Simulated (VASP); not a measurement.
CsGeBr3, 5 atoms in the cell. It takes space group Pm-3m (No. 221, cubic). Conventional cell: a = 5.533 Å, b = 5.533 Å, c = 5.533 Å, α = 90.00°, β = 90.00°, γ = 90.00°. Within 5.1 Å of Cs (site symmetry m-3m) lie 12 Br at 3.91 Å and 8 Ge at 4.79 Å. Ge (site symmetry m-3m) has 6 Br at 2.77 Å within 3.6 Å. Br (site symmetry 4/mmm) has 2 Ge at 2.77 Å within 3.6 Å. 

* Program: VASP 6.6.1
* Task: single point
* Functional: r2SCAN
* Potentials or basis: VASP PAW PBE potentials, release 64 (Cs_sv, Ge_d, Br)
* Cutoff: 520 eV
* k mesh: 3 × 3 × 3
* Occupations: gaussian, width 0.01 eV
* Spin: no spin polarisation
* Dipole correction: no
* Further INCAR settings: ALGO = Normal; EDIFF = 1e-07; NBANDS = 30

Potentials or basis: VASP PAW PBE potentials, release 64 (Cs_sv, Ge_d, Br).

Launch:

```bash
$ cat potpaw_PBE.64/Cs_sv/POTCAR potpaw_PBE.64/Ge_d/POTCAR potpaw_PBE.64/Br/POTCAR > POTCAR
$ cp INCAR.step1 INCAR
$ mpirun -np 1 vasp_std > vasp.out
$ cp INCAR.step2 INCAR
$ mpirun -np 1 vasp_std > vasp.out
```

Hardware: 1 thread of Intel(R) Xeon(R) Platinum 8488C (Sapphire Rapids), with other jobs on the host.

**Question.** Estimate the wall time of this run.

**Answer.** Run time: 77 s on 1 thread of Intel(R) Xeon(R) Platinum 8488C (Sapphire Rapids) (shared host), peak memory 0.29 GiB. Counts: k points 4.
